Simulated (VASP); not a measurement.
# BiTe in VASP: notebook, part 2 of 2

VASP 6.6.1. Earlier steps stand in the parts before.

**4. Single point, PBE (strain +0.015 along x and y, +0.015 along z)**

INCAR

```
SYSTEM = BiTe
  ALGO = Normal
  EDIFF = 1E-7
  ENCUT = 520
  GGA = PE
  ISIF = 2
  ISMEAR = 0
  LASPH = .TRUE.
  LCHARG = .FALSE.
  LREAL = .FALSE.
  LWAVE = .FALSE.
  NBANDS = 18
  NELM = 100
  PREC = Accurate
  SIGMA = 0.15
```

KPOINTS

```
k-points
0
G
  14 14 14
  0 0 0
```

POSCAR

```
BiTe
1.0
    0.0000000000      3.2835250000      3.2835250000
    3.2835250000      0.0000000000      3.2835250000
    3.2835250000      3.2835250000      0.0000000000
Bi Te
1 1
Direct
    0.0000000000      0.0000000000      0.0000000000
    0.5000000000      0.5000000000      0.5000000000
```

Potentials or basis: VASP PAW PBE potentials, release 64 (Bi_d, Te).

The run is started by

```bash
$ cat potpaw_PBE.64/Bi_d/POTCAR potpaw_PBE.64/Te/POTCAR > POTCAR
$ mpirun -np 1 vasp_std > vasp.out
```

OUTCAR:

```text
SYSTEM = BiTe
   EDIFF = 1E-7
   ENCUT = 520
   GGA = PE
   ISIF = 2
   ISMEAR = 0
   LASPH = .TRUE.
   LREAL = .FALSE.
   NELM = 100
   PREC = Accurate

 ion  position               nearest neighbor table
   1  0.000  0.000  0.000-   2 3.28   2 3.28   2 3.28   2 3.28   2 3.28   2 3.28
   2  0.500  0.500  0.500-   1 3.28   1 3.28   1 3.28   1 3.28   1 3.28   1 3.28

  LATTYP: Found a face centered cubic cell.
 ALAT       =     6.5670500000

  Lattice vectors:

 A1 = (   0.0000000000,   3.2835250000,   3.2835250000)
 A2 = (   3.2835250000,   0.0000000000,   3.2835250000)
[... 190 lines left out ...]
      6      -7.1037      2.00000
[... 481 lines left out ...]
      5     -17.0131      2.00000
      6      -6.4973      2.00000
[... 10 lines left out ...]
     17      13.7150      0.00000
     18      14.0764      0.00000

 [... further k-points ...]
[... 5 lines left out ...]
  --------------------------------------------------------------------------------------
  -------------------------------------------------------------------------------------
  Total       -0.5846163     -0.5846163     -0.5846163      0.0000000      0.0000000     -0.0000000
  in kB      -13.2291059    -13.2291059    -13.2291059      0.0000000      0.0000000     -0.0000000
  external PRESSURE =     -13.2291059 kB  Pullay stress =       0.0000000 kB

 VOLUME and BASIS-vectors are now :
 -----------------------------------------------------------------------------
  energy-cutoff  :      520.00
  volume of cell :       70.80
      direct lattice vectors                 reciprocal lattice vectors
     0.000000000  3.283525000  3.283525000    -0.152275375  0.152275375  0.152275375
     3.283525000  0.000000000  3.283525000     0.152275375 -0.152275375  0.152275375
     3.283525000  3.283525000  0.000000000     0.152275375  0.152275375 -0.152275375

 POSITION                                       TOTAL-FORCE (eV/Angst)
 -----------------------------------------------------------------------------------
      0.00000      0.00000      0.00000        -0.000000     -0.000000      0.000000
      3.28353      3.28353      3.28353         0.000000      0.000000     -0.000000
 -----------------------------------------------------------------------------------
    total drift:                               -0.000000      0.000000      0.000000

  FREE ENERGIE OF THE ION-ELECTRON SYSTEM (eV)
  ---------------------------------------------------
  free  energy   TOTEN  =        -7.1739209422 eV

  energy  without entropy=       -7.1568216250  energy(sigma->0) =       -7.16537128
```

OSZICAR:

```text
N       E                     dE             d eps       ncg     rms          rms(c)
DAV:   1     0.157149888935E+03    0.15715E+03   -0.98522E+03  3744   0.111E+03
DAV:   2     0.479757912757E+01   -0.15235E+03   -0.14847E+03  4028   0.299E+02
DAV:   3    -0.685973192074E+01   -0.11657E+02   -0.11530E+02  4540   0.882E+01
DAV:   4    -0.718979158756E+01   -0.33006E+00   -0.32959E+00  4650   0.159E+01
DAV:   5    -0.720447824547E+01   -0.14687E-01   -0.14686E-01  5166   0.311E+00    0.591E+00
DAV:   6    -0.716923144108E+01    0.35247E-01   -0.12541E-01  5316   0.207E+00    0.364E+00
DAV:   7    -0.717362607571E+01   -0.43946E-02   -0.27599E-02  4148   0.828E-01    0.730E-01
DAV:   8    -0.717377778570E+01   -0.15171E-03   -0.36812E-03  4640   0.405E-01    0.113E-01
DAV:   9    -0.717391829394E+01   -0.14051E-03   -0.40826E-04  4228   0.122E-01    0.488E-02
DAV:  10    -0.717391992201E+01   -0.16281E-05   -0.16624E-05  5042   0.245E-02    0.324E-02
DAV:  11    -0.717392161903E+01   -0.16970E-05   -0.15146E-05  4080   0.251E-02    0.573E-03
DAV:  12    -0.717392092815E+01    0.69088E-06   -0.23377E-06  4568   0.117E-02    0.164E-03
DAV:  13    -0.717392094220E+01   -0.14049E-07   -0.26929E-07  4062   0.358E-03
   1 F= -.71739209E+01 E0= -.71653713E+01  d E =-.170993E-01
```

Wall time 1.7 min (1 thread of Intel Xeon 6975P-C, shared host); peak memory 0.29 GiB.

Results:

- Free energy: -7.1739 eV
- Pressure: -1.3 GPa

Caveat: the cell differs from its parent crystal (strain +0.015 along x and y, +0.015 along z); spin-orbit coupling is left out, which moves the levels of the heavy elements.

**5. Single point, PBE (strain +0.030 along x and y, +0.030 along z)**

INCAR

```
SYSTEM = BiTe
  PREC = Accurate
  ENCUT = 520
  EDIFF = 1E-6
  ISMEAR = 0
  SIGMA = 0.15
  LREAL = .FALSE.
  LASPH = .TRUE.
  NELM = 60
  ALGO = Normal
  ISIF = 2
  LWAVE = .FALSE.
  LCHARG = .FALSE.
  GGA = PE
  NBANDS = 18
```

KPOINTS

```
regular mesh
0
G
  14 14 14
  0 0 0
```

POSCAR

```
BiTe
1.0
    0.0000000000      3.3320500000      3.3320500000
    3.3320500000      0.0000000000      3.3320500000
    3.3320500000      3.3320500000      0.0000000000
Bi Te
1 1
Direct
    0.0000000000      0.0000000000      0.0000000000
    0.5000000000      0.5000000000      0.5000000000
```

The run is started by

```bash
$ cat potpaw_PBE.64/Bi_d/POTCAR potpaw_PBE.64/Te/POTCAR > POTCAR
$ mpirun -np 1 vasp_std > vasp.out
```

Run time: 1.7 min. Hardware: 1 thread of Intel Xeon 6975P-C, shared host; peak memory 0.29 GiB.

It converged, with:

- Free energy: -7.1318 eV
- Pressure: -3.0 GPa

Levels at points of the mesh, in eV from the Fermi level:
```
           k point  band 8  band 9  band 10  band 11  band 12  band 13
(0.00, 0.00, 0.00)   -2.32   -2.32    -2.32     1.96     1.96     1.96
(0.50, 0.00, 0.00)   -1.74   -1.74    -1.61    -0.78    -0.50    -0.50
(0.50, 0.50, 0.00)   -5.08   -3.62    -3.62     2.55     3.18     3.18
```

Caveat: the cell differs from its parent crystal (strain +0.030 along x and y, +0.030 along z); spin-orbit coupling is left out, which moves the levels of the heavy elements.

**6. Single point, PBE (strain -0.030 along x and y, -0.015 along z)**

INCAR

```
SYSTEM = BiTe
  PREC = Accurate
  ENCUT = 520
  EDIFF = 1E-6
  ISMEAR = 0
  SIGMA = 0.15
  LREAL = .FALSE.
  LASPH = .TRUE.
  NELM = 100
  ALGO = Normal
  ISIF = 2
  LWAVE = .FALSE.
  LCHARG = .TRUE.
  GGA = PE
  LELF = .TRUE.
  LVHAR = .TRUE.
  NBANDS = 18
```

KPOINTS

```
Automatic mesh
0
G
  14 14 14
  0 0 0
```

POSCAR

```
BiTe
1.0
    0.0000000000      3.1379500000      3.1864750000
    3.1379500000      0.0000000000      3.1864750000
    3.1379500000      3.1379500000      0.0000000000
Bi Te
1 1
Direct
    0.0000000000      0.0000000000      0.0000000000
    0.5000000000      0.5000000000      0.5000000000
```

Potentials or basis: VASP PAW PBE potentials, release 64 (Bi_d, Te).

The run is started by

```bash
$ cat potpaw_PBE.64/Bi_d/POTCAR potpaw_PBE.64/Te/POTCAR > POTCAR
$ mpirun -np 1 vasp_std > vasp.out
```

Run time: 3.1 min. Hardware: 1 thread of Intel Xeon 6975P-C, shared host; peak memory 0.41 GiB.

The run converged. Its results:

```
Free energy : -7.0875 eV
Pressure    : 5.3 GPa
```

Stress tensor (GPa, compression positive):
```
5.84 0.00 0.00
0.00 5.84 0.00
0.00 0.00 4.19
```

Levels at points of the mesh, in eV from the Fermi level:
| k point | band 7 | band 8 | band 9 | band 10 | band 11 | band 12 | band 13 | band 14 |
| --- | --- | --- | --- | --- | --- | --- | --- | --- |
| (0.00, 0.00, 0.00) | -7.85 | -2.85 | -2.85 | -2.63 | 2.04 | 2.42 | 2.42 | 4.44 |
| (0.50, 0.00, 0.00) | -11.56 | -2.12 | -2.08 | -1.58 | -0.90 | -0.76 | -0.74 | 7.47 |
| (0.50, 0.50, 0.00) | -9.87 | -6.18 | -4.39 | -4.39 | 1.96 | 3.98 | 3.98 | 5.36 |
| (0.50, 0.00, 0.50) | -10.05 | -6.24 | -4.52 | -4.31 | 1.92 | 3.72 | 4.12 | 5.60 |

Caveat: the cell differs from its parent crystal (strain -0.030 along x and y, -0.015 along z); spin-orbit coupling is left out, which moves the levels of the heavy elements.

**7. The runs side by side**

```tsv
cell	gap on the mesh (eV)	pressure (GPa)
a = 4.438 Å, angles 60.0°, 2 atoms	none	6.4
a = 4.506 Å, angles 60.0°, 2 atoms	none	3.2
a = 4.644 Å, angles 60.0°, 2 atoms	none	-1.3
a = 4.712 Å, angles 60.0°, 2 atoms	none	-3.0
a = 4.472, b = 4.472, c = 4.438 Å, angles 60.3, 60.3, 59.5°, 2 atoms	none	5.3
```

Alike in all rows: task single point; level PBE; potentials or basis VASP PAW PBE potentials, release 64 (Bi_d, Te); no spin polarisation; k mesh 14 × 14 × 14; cutoff (eV) 520; smearing gaussian 0.15 eV.

Caveats: spin-orbit coupling is left out, which moves the levels of the heavy elements.

Total energies depend on the potentials used, so only differences within one code and one set of settings carry meaning.
